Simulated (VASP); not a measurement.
Wanted: the native input for a VASP 6.6.1 run.

- Task: single point
- Functional: PBE
- Potentials or basis: VASP PAW PBE potentials, release 64 (Sn_d)
- Cutoff: 520 eV
- k mesh: 12 × 12 × 3
- Occupations: fermi-dirac, width 0.1 eV
- Spin: no spin polarisation
- Dipole correction: no
- Further INCAR settings: ALGO = Normal; EDIFF = 1e-07; NBANDS = 36

The structure of Sn lies in POSCAR:

```
Sn
1.0
    3.4110420691      0.0000000000      0.0000000000
   -1.7055210346      2.9540490852      0.0000000000
    0.0000000000      0.0000000000     11.0810635637
Sn
4
Direct
    0.0000000000      0.0000000000      0.0000000000
    0.0000000000      0.0000000000      0.5000000000
    0.3333333333      0.6666666667      0.2500000000
    0.6666666667      0.3333333333      0.7500000000
```

This isn't the form of Sn at room conditions, which is tetragonal (white tin).

One way to write it, as run:

INCAR

```
SYSTEM = Sn
ALGO = Normal
EDIFF = 1E-7
ENCUT = 520
GGA = PE
ISIF = 2
ISMEAR = -1
LASPH = .TRUE.
LCHARG = .FALSE.
LREAL = .FALSE.
LWAVE = .FALSE.
NBANDS = 36
NELM = 80
PREC = Accurate
SIGMA = 0.1
```

KPOINTS

```
k-points
0
G
  12 12 3
  0 0 0
```

Potentials or basis: VASP PAW PBE potentials, release 64 (Sn_d).

The run is started by

```sh
$ cat potpaw_PBE.64/Sn_d/POTCAR > POTCAR
$ mpirun -np 1 vasp_std > vasp.out
```

Results of the run:

| Item | Value |
| --- | --- |
| Pressure | 0.0 GPa |
| Band gap on the k mesh | zero (bands 28 and 29 overlap by 8.08 eV) |

Caveat: spin-orbit coupling is left out, which moves the levels of the heavy elements.

Wall time 3.6 min on 1 thread of Intel Xeon 8259CL, with other jobs on the host, peak memory 0.3 GiB.
